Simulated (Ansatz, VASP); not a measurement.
## One calculation of Pd, two programs

```
Pd
1.0
     0.00000    1.98697    1.98697
     1.98697    0.00000    1.98697
     1.98697    1.98697    0.00000
Pd
1
Direct
  0.00000 0.00000 0.00000
```

Alike in both runs: task single point; functional revPBE; k mesh 22 × 22 × 22; occupations fermi-dirac, width 0.1 eV; no spin polarisation.

|  | VASP | Ansatz |
| --- | --- | --- |
| version | VASP 6.6.1 | Ansatz 0.2.0 |
| potentials or method | VASP PAW PBE potentials, release 64 (Pd), cutoff 500 eV | plane waves (420 eV) with PAW, scalar-relativistic |
| valence electrons in the cell | 10 | 18 |

```tsv
	VASP	Ansatz	Ansatz less VASP
pressure (GPa)	-0.3	-0.2	+0.17
```

VASP's potentials were made for PBE, not for revPBE. VASP's potentials hold 10 valence electrons a cell and Ansatz's 18, so a difference there can come from the potentials and not from the codes.
